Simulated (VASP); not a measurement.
# TaAs (P4/mmm) in VASP: notebook

TaAs is run at these levels: PBE; tasks: single point.

Everything below comes from runs of VASP 6.6.1. Logs are shortened: lines on timing, memory, paths and dates and some standing lists are left out, and cuts for length are marked.

## 1. The cell of the first run

It takes space group P4/mmm (No. 123, tetragonal). Conventional cell: a = 2.670 Å, b = 2.670 Å, c = 5.403 Å, α = 90.00°, β = 90.00°, γ = 90.00°. Ta (site symmetry 4/mmm) has 4 Ta at 2.67 Å and 2 As at 2.70 Å within 3.5 Å. As (site symmetry 4/mmm) has 4 As at 2.67 Å and 2 Ta at 2.70 Å within 3.5 Å.

The cell was generated, and may not be a known phase.

## 2. Single point, PBE

INCAR

```
SYSTEM = TaAs
PREC = Accurate
ENCUT = 520
EDIFF = 1E-6
ISMEAR = 0
SIGMA = 0.1
LREAL = .False.
LASPH = .True.
NELM = 60
ALGO = Normal
ISIF = 2
LWAVE = .False.
LCHARG = .False.
GGA = PE
NBANDS = 15
```

KPOINTS

```
Automatic mesh
0
Gamma
  6 6 4
  0 0 0
```

POSCAR

```
TaAs
1.0
    2.6699223100      0.0000000000      0.0000000000
    0.0000000000      2.6699223100      0.0000000000
    0.0000000000      0.0000000000      5.4030901000
Ta As
1 1
Direct
    0.0000000000      0.0000000000      0.0000000000
    0.0000000000      0.0000000000      0.5000000000
```

Potentials or basis: VASP PAW PBE potentials, release 64 (Ta_pv, As).

Run with:

```
$ cat potpaw_PBE.64/Ta_pv/POTCAR potpaw_PBE.64/As/POTCAR > POTCAR
$ mpirun -np 1 vasp_std > vasp.out
```

OUTCAR:

```text
SYSTEM = TaAs
   PREC = Accurate
   ENCUT = 520
   EDIFF = 1E-6
   ISMEAR = 0
   LREAL = .False.
   LASPH = .True.
   NELM = 60
   ISIF = 2
   GGA = PE

 ion  position               nearest neighbor table
   1  0.000  0.000  0.000-   2 2.70   2 2.70
   2  0.000  0.000  0.500-   1 2.70   1 2.70

  LATTYP: Found a simple tetragonal cell.
 ALAT       =     2.6699223100
 C/A-ratio  =     2.0236881350

  Lattice vectors:

 A1 = (   2.6699223100,   0.0000000000,   0.0000000000)
 A2 = (   0.0000000000,   2.6699223100,   0.0000000000)
 A3 = (   0.0000000000,   0.0000000000,   5.4030901000)

Analysis of symmetry for initial positions (statically):
=====================================================================
 Subroutine PRICEL returns:
 Original cell was already a primitive cell.

 Routine SETGRP: Setting up the symmetry group for a
 simple tetragonal supercell.

 Subroutine GETGRP returns: Found 16 space group operations
 (whereof 16 operations were pure point group operations)
 out of a pool of 16 trial point group operations.

The static configuration has the point symmetry D_4h.

Analysis of symmetry for dynamics (positions and initial velocities):
=====================================================================
 Subroutine PRICEL returns:
 Original cell was already a primitive cell.

 Routine SETGRP: Setting up the symmetry group for a
 simple tetragonal supercell.

 Subroutine GETGRP returns: Found 16 space group operations
 (whereof 16 operations were pure point group operations)
 out of a pool of 16 trial point group operations.

The dynamic configuration has the point symmetry D_4h.

 Subroutine INISYM returns: Found 16 space group operations
 (whereof 16 operations are pure point group operations),
 and found     1 'primitive' translations

----------------------------------------------------------------------------------------

                                     Primitive cell

  volume of cell :      38.5158

  direct lattice vectors                    reciprocal lattice vectors
     2.669922310  0.000000000  0.000000000     0.374542733  0.000000000  0.000000000
     0.000000000  2.669922310  0.000000000     0.000000000  0.374542733  0.000000000
     0.000000000  0.000000000  5.403090100     0.000000000  0.000000000  0.185079275

  length of vectors
     2.669922310  2.669922310  5.403090100     0.374542733  0.374542733  0.185079275

  position of ions in fractional coordinates (direct lattice)
     0.000000000  0.000000000  0.000000000
     0.000000000  0.000000000  0.500000000

  ion indices of the primitive-cell ions
   primitive index   ion index
                 1           1
                 2           2

----------------------------------------------------------------------------------------

 KPOINTS: Automatic mesh

Automatic generation of k-mesh.
 Grid dimensions read from file:
 generate k-points for:    6    6    4

 Generating k-lattice:

  Cartesian coordinates                     Fractional coordinates (reciprocal lattice)
     0.062423789  0.000000000  0.000000000     0.166666667  0.000000000  0.000000000
     0.000000000  0.062423789  0.000000000     0.000000000  0.166666667  0.000000000
     0.000000000  0.000000000  0.046269819     0.000000000  0.000000000  0.250000000

  Length of vectors
     0.062423789  0.062423789  0.046269819

  Shift w.r.t. Gamma in fractional coordinates (k-lattice)
     0.000000000  0.000000000  0.000000000

 Subroutine IBZKPT returns following result:
 ===========================================

 Found     30 irreducible k-points:

 Following reciprocal coordinates:
            Coordinates               Weight
  0.000000  0.000000  0.000000      1.000000
  0.166667  0.000000  0.000000      4.000000
  0.333333  0.000000  0.000000      4.000000
  0.500000  0.000000  0.000000      2.000000
  0.166667  0.166667  0.000000      4.000000
  0.333333  0.166667  0.000000      8.000000
[... 16 lines left out ...]
  0.333333  0.000000  0.500000      4.000000
  0.500000  0.000000  0.500000      2.000000
 [... further k-points ...]
   k-points           NKPTS =     30   k-points in BZ     NKDIM =     30   number of bands    NBANDS=     15
   number of dos      NEDOS =    301   number of ions     NIONS =      2
   total plane-waves  NPLWV =  16000
   dimension x,y,z NGX =    20 NGY =   20 NGZ =   40
   dimension x,y,z NGXF=    40 NGYF=   40 NGZF=   80
   ions per type =               1   1
   NGX,Y,Z   is equivalent  to a cutoff of  12.45, 12.45, 12.31 a.u.
   NGXF,Y,Z  is equivalent  to a cutoff of  24.91, 24.91, 24.61 a.u.
 SYSTEM =  TaAs
   PREC   = accura    normal or accurate (medium, high low for compatibility)
   ISTART =      0    job   : 0-new  1-cont  2-samecut
   ICHARG =      2    charge: 1-file 2-atom 10-const
   ISPIN  =      1    spin polarized calculation?
   LNONCOLLINEAR =      F non collinear calculations
   LSORBIT =      F    spin-orbit coupling
   LASPH  =      T    aspherical Exc in radial PAW
   ENCUT  =  520.0 eV  38.22 Ry    6.18 a.u.   4.96  4.96 10.05*2*pi/ulx,y,z
   NELM   =     60;   NELMIN=  2; NELMDL= -5     # of ELM steps
   EDIFF  = 0.1E-05   stopping-criterion for ELM
   LREAL  =      F    real-space projection
   EDIFFG = 0.1E-04   stopping-criterion for IOM
   NSW    =      0    number of steps for IOM
   IBRION =     -1    ionic relax: 0-MD 1-quasi-New 2-CG
   NFREE  =      0    steps in history (QN), initial steepest desc. (CG)
   ISIF   =      2    stress and relaxation
   ISYM   =      2    0-nonsym 1-usesym 2-fastsym
   POTIM  = 0.5000    time-step for ionic-motion
   TEBEG  =    0.0;   TEEND  =   0.0 temperature during run
   PSTRESS=    0.0 pullay stress
   NELECT =      16.0000    total number of electrons
   NUPDOWN=      -1.0000    fix difference up-down
   EMIN   =  10.00;   EMAX   =-10.00  energy-range for DOS
   EFERMI =   0.00;   METHOD = LEGACY
   ISMEAR =     0;   SIGMA  =   0.10  broadening in eV -4-tet -1-fermi 0-gaus
   EFERMI_NEDOS =   21; number of points for ismear=-14 and -15
   IALGO  =     38    algorithm
   IMIX   =      4    mixing-type and parameters
     AMIX     =   0.40;   BMIX     =  1.00
     AMIX_MAG =   1.60;   BMIX_MAG =  1.00
  volume/ion in A,a.u.               =      19.26       129.96
  Fermi-wavevector in a.u.,A,eV,Ry     =   1.221523  2.308344 20.301506  1.492119
  Thomas-Fermi vector in A             =   2.356702
   LORBIT       =      0    0 simple, 1 ext, 2 COOP (PROOUT), +10 PAW based schemes
   GGA     = PE    functional components
   LHFCALC =     F    Hartree Fock is set to
   AEXX    =    0.0000 exact exchange contribution
   IVDW    =     0    specifies the selected vdW correction
   LEPSILON=     F    determine dielectric tensor
   LRPA    =     F    only Hartree local field effects (RPA)
 non-spin polarized calculation
 Gauss-broadening in eV      SIGMA  =   0.10
  energy-cutoff  :      520.00
  volume of cell :       38.52
 maximum number of plane-waves:      1064
 NGX is ok and might be reduce to    20
   NGX =  9   NGY =  9   NGZ = 21

 number of electron      15.9999999 magnetization

 Free energy of the ion-electron system (eV)
  ---------------------------------------------------
  ext. energy  EPLUGINS =         0.00000000
  ---------------------------------------------------
  free energy    TOTEN  =       -15.26315091 eV

  energy without entropy =      -15.25707624  energy(sigma->0) =      -15.26011358

 E-fermi :   5.9867     XC(G=0): -11.3713

 val. band max:        5.8760097315   @ k =   0.3333   0.0000   0.5000
 cond. band min:       6.0561980836   @ k =   0.5000   0.3333   0.5000
 fundamental gap:      0.1801883521
 Fermi energy:         5.9866775291

 k-point     1 :       0.0000    0.0000    0.0000
  band No.  band energies     occupation
      1     -28.5412      2.00000
      2     -27.5788      2.00000
      3     -27.5788      2.00000
      4      -8.4758      2.00000
      5       0.4770      2.00000
      6       0.9961      2.00000
      7       3.2166      2.00000
      8       6.3400      0.00000
      9       9.7820      0.00000
     10       9.7820      0.00000
     11      11.0031      0.00000
     12      11.0031      0.00000
     13      12.5261      0.00000
     14      14.5127      0.00000
     15      15.4449      0.00000

 k-point     2 :       0.1667    0.0000    0.0000
  band No.  band energies     occupation
      1     -28.4978      2.00000
      2     -27.9676      2.00000
      3     -27.5457      2.00000
      4      -7.9418      2.00000
      5       1.3632      2.00000
      6       1.3885      2.00000
      7       4.0416      2.00000
      8       6.2289      0.00061
      9       7.5311      0.00000
     10       7.8170      0.00000
     11       9.9604      0.00000
     12      11.0619      0.00000
     13      11.6412      0.00000
     14      16.1703      0.00000
     15      16.9614      0.00000

 k-point     3 :       0.3333    0.0000    0.0000
  band No.  band energies     occupation
      1     -28.6904      2.00000
      2     -28.4098      2.00000
      3     -27.4787      2.00000
      4      -6.4560      2.00000
      5       1.8729      2.00000
      6       2.2940      2.00000
      7       2.8255      2.00000
      8       5.3687      2.00000
      9       6.7933      0.00000
     10       7.9294      0.00000
     11       9.3041      0.00000
     12      10.3423      0.00000
     13      12.6613      0.00000
     14      15.5892      0.00000
     15      17.0487      0.00000
[... 343 lines left out ...]
 k-point    23 :       0.3333    0.0000    0.5000
  band No.  band energies     occupation
      1     -28.6902      2.00000
      2     -28.4102      2.00000
      3     -27.4787      2.00000
      4      -6.1531      2.00000
      5       0.5244      2.00000
      6       1.5199      2.00000
      7       3.3905      2.00000
      8       5.8760      1.88244
      9       6.4051      0.00000
     10       9.3169      0.00000
     11       9.9086      0.00000
     12      13.2280      0.00000
     13      13.5181      0.00000
     14      13.6584      0.00000
     15      13.7015      0.00000

 k-point    24 :       0.5000    0.0000    0.5000
  band No.  band energies     occupation
      1     -29.0283      2.00000
      2     -28.3654      2.00000
      3     -27.4448      2.00000
      4      -4.7358      2.00000
      5      -0.9192      2.00000
      6       1.5828      2.00000
      7       3.8189      2.00000
      8       5.0072      2.00000
      9       6.5202      0.00000
     10       8.5584      0.00000
     11      10.2093      0.00000
     12      13.7460      0.00000
     13      14.0546      0.00000
     14      14.1930      0.00000
     15      14.5512      0.00000

 [... further k-points ...]

------------------------ aborting loop because EDIFF is reached ----------------------------------------

  FORCE on cell =-STRESS in cart. coord.  units (eV):
  Direction    XX          YY          ZZ          XY          YZ          ZX
  --------------------------------------------------------------------------------------
  -------------------------------------------------------------------------------------
  Total        2.4507609      2.4507609     -0.6718571      0.0000000      0.0000000     -0.0000000
  in kB      101.9464403    101.9464403    -27.9478251      0.0000000      0.0000000     -0.0000000
  external PRESSURE =      58.6483518 kB  Pullay stress =       0.0000000 kB

 VOLUME and BASIS-vectors are now :
 -----------------------------------------------------------------------------
  energy-cutoff  :      520.00
  volume of cell :       38.52
      direct lattice vectors                 reciprocal lattice vectors
     2.669922310  0.000000000  0.000000000     0.374542733  0.000000000  0.000000000
     0.000000000  2.669922310  0.000000000     0.000000000  0.374542733  0.000000000
     0.000000000  0.000000000  5.403090100     0.000000000  0.000000000  0.185079275

 POSITION                                       TOTAL-FORCE (eV/Angst)
 -----------------------------------------------------------------------------------
      0.00000      0.00000      0.00000         0.000000      0.000000      0.000000
      0.00000      0.00000      2.70155         0.000000      0.000000      0.000000
 -----------------------------------------------------------------------------------
    total drift:                                0.000000      0.000000     -0.000000

  FREE ENERGIE OF THE ION-ELECTRON SYSTEM (eV)
  ---------------------------------------------------
  free  energy   TOTEN  =       -15.2631509102 eV

  energy  without entropy=      -15.2570762430  energy(sigma->0) =      -15.26011358
```

Wall time 11 s (1 thread of Intel Xeon Platinum 8488C (Sapphire Rapids), shared host); peak memory 0.15 GiB.

What came out:

* Free energy: -15.2632 eV
* Pressure: 5.9 GPa
* Band gap on the k mesh: zero (bands 8 and 9 overlap by 4.15 eV)

Stress tensor (GPa, compression positive):
```
10.19  0.00  0.00
 0.00 10.19  0.00
 0.00  0.00 -2.79
```

Levels at points of the mesh, in eV from the Fermi level:
| k point | band 5 | band 6 | band 7 | band 8 | band 9 | band 10 | band 11 | band 12 |
| --- | --- | --- | --- | --- | --- | --- | --- | --- |
| (0.00, 0.00, 0.00) | -5.51 | -4.99 | -2.77 | 0.35 | 3.80 | 3.80 | 5.02 | 5.02 |
| (0.50, 0.00, 0.00) | -6.52 | -2.90 | -2.52 | -1.80 | 2.09 | 2.57 | 2.61 | 4.56 |
| (0.50, 0.50, 0.00) | -4.06 | -3.74 | -3.74 | -1.07 | -1.07 | 1.08 | 3.71 | 3.79 |
| (0.00, 0.00, 0.50) | -7.66 | -4.08 | -2.76 | 3.08 | 3.08 | 3.36 | 6.27 | 6.27 |
| (0.50, 0.00, 0.50) | -6.91 | -4.40 | -2.17 | -0.98 | 0.53 | 2.57 | 4.22 | 7.76 |
| (0.50, 0.50, 0.50) | -4.27 | -4.27 | -4.01 | -1.90 | 0.53 | 0.53 | 2.98 | 5.37 |

Caveat: the k points lie up to 0.39 Å⁻¹ apart, too coarse for converged energies and pressures of a metal; spin-orbit coupling is left out, which moves the levels of the heavy elements.

## 3. Single point, PBE

This run uses another cell than the first one, of 20.20 Å³/atom.

INCAR

```
PREC = Accurate
ENCUT = 520
EDIFF = 1E-6
ISMEAR = 0
SIGMA = 0.1
LREAL = False
LASPH = True
NELM = 100
ALGO = Normal
ISIF = 2
LWAVE = False
LCHARG = False
GGA = PE
NBANDS = 15
```

KPOINTS

```
regular mesh
0
Gamma
  6 6 4
```

POSCAR

```
TaAs
1.0
    2.7815108102      0.0000000000      0.0000000000
    0.0000000000      2.7815108102      0.0000000000
    0.0000000000      0.0000000000      5.2220268805
Ta As
1 1
Direct
    0.0000000000      0.0000000000      0.0000000000
    0.0000000000      0.0000000000      0.5000000000
```

Potentials or basis: VASP PAW PBE potentials, release 64 (Ta_pv, As).

Run with:

```
$ cat potpaw_PBE.64/Ta_pv/POTCAR potpaw_PBE.64/As/POTCAR > POTCAR
$ mpirun -np 1 vasp_std > vasp.out
```

OUTCAR:

```text
PREC = Accurate
   ENCUT = 520
   EDIFF = 1E-6
   ISMEAR = 0
   LREAL = False
   LASPH = True
   NELM = 100
   ISIF = 2
   GGA = PE

 ion  position               nearest neighbor table
   1  0.000  0.000  0.000-   2 2.61   2 2.61
   2  0.000  0.000  0.500-   1 2.61   1 2.61

  LATTYP: Found a simple tetragonal cell.
 ALAT       =     2.7815108102
 C/A-ratio  =     1.8774066458

  Lattice vectors:

 A1 = (   2.7815108102,   0.0000000000,   0.0000000000)
[... 617 lines left out ...]
 [... further k-points ...]

------------------------ aborting loop because EDIFF is reached ----------------------------------------

  FORCE on cell =-STRESS in cart. coord.  units (eV):
  Direction    XX          YY          ZZ          XY          YZ          ZX
  --------------------------------------------------------------------------------------
  -------------------------------------------------------------------------------------
  Total        0.0275312      0.0275312      0.0766166      0.0000000      0.0000000      0.0000000
  in kB        1.0917790      1.0917790      3.0383160      0.0000000      0.0000000      0.0000000
  external PRESSURE =       1.7406247 kB  Pullay stress =       0.0000000 kB

 VOLUME and BASIS-vectors are now :
 -----------------------------------------------------------------------------
  energy-cutoff  :      520.00
  volume of cell :       40.40
      direct lattice vectors                 reciprocal lattice vectors
     2.781510810  0.000000000  0.000000000     0.359516848  0.000000000  0.000000000
     0.000000000  2.781510810  0.000000000     0.000000000  0.359516848  0.000000000
     0.000000000  0.000000000  5.222026880     0.000000000  0.000000000  0.191496525

 POSITION                                       TOTAL-FORCE (eV/Angst)
 -----------------------------------------------------------------------------------
      0.00000      0.00000      0.00000         0.000000      0.000000      0.000000
      0.00000      0.00000      2.61101         0.000000      0.000000      0.000000
 -----------------------------------------------------------------------------------
    total drift:                                0.000000      0.000000     -0.000000

  FREE ENERGIE OF THE ION-ELECTRON SYSTEM (eV)
  ---------------------------------------------------
  free  energy   TOTEN  =       -15.3745161982 eV

  energy  without entropy=      -15.3669555776  energy(sigma->0) =      -15.37073589
```

OSZICAR:

```text
N       E                     dE             d eps       ncg     rms          rms(c)
DAV:   1     0.884874234285E+02    0.88487E+02   -0.82184E+03   900   0.998E+02
DAV:   2    -0.132083317627E+02   -0.10170E+03   -0.96873E+02  1180   0.250E+02
DAV:   3    -0.157424498644E+02   -0.25341E+01   -0.25049E+01  1061   0.365E+01
DAV:   4    -0.157579898141E+02   -0.15540E-01   -0.15538E-01  1110   0.317E+00
DAV:   5    -0.157581106760E+02   -0.12086E-03   -0.12086E-03  1082   0.278E-01    0.113E+01
DAV:   6    -0.154672167164E+02    0.29089E+00   -0.27647E-01   991   0.459E+00    0.565E+00
DAV:   7    -0.153783711305E+02    0.88846E-01   -0.18430E-01  1054   0.340E+00    0.743E-01
DAV:   8    -0.153748426531E+02    0.35285E-02   -0.12253E-02  1075   0.740E-01    0.309E-01
DAV:   9    -0.153745103279E+02    0.33233E-03   -0.19576E-03  1110   0.373E-01    0.461E-02
DAV:  10    -0.153745159705E+02   -0.56426E-05   -0.54268E-05  1061   0.535E-02    0.288E-02
DAV:  11    -0.153745161982E+02   -0.22771E-06   -0.84260E-06  1068   0.214E-02
   1 F= -.15374516E+02 E0= -.15370736E+02  d E =-.756062E-02
```

stdout:

```text
POSCAR found type information on POSCAR TaAs
 POSCAR found :  2 types and       2 ions
 scaLAPACK will be used
 LDA part: xc-table for (Slater+PW92), standard interpolation
 POSCAR, INCAR and KPOINTS ok, starting setup
 FFT: planning ... GRIDC
 FFT: planning ... GRID_SOFT
 FFT: planning ... GRID
 WAVECAR not read
 entering main loop
```

Wall time 12 s (1 thread of Intel Xeon Platinum 8488C (Sapphire Rapids), shared host); peak memory 0.16 GiB.

Results:

```yaml
Free_energy: -15.3745 eV
Pressure: 0.2 GPa
Band_gap_on_the_k_mesh: zero (bands 8 and 9 overlap by 3.60 eV)
```

Stress tensor (GPa, compression positive):
```
0.11 0.00 0.00
0.00 0.11 0.00
0.00 0.00 0.30
```

Caveat: the k points lie up to 0.38 Å⁻¹ apart, too coarse for converged energies and pressures of a metal; spin-orbit coupling is left out, which moves the levels of the heavy elements.

The gap in the log of VASP goes by the Fermi energy; the results here count the filled bands.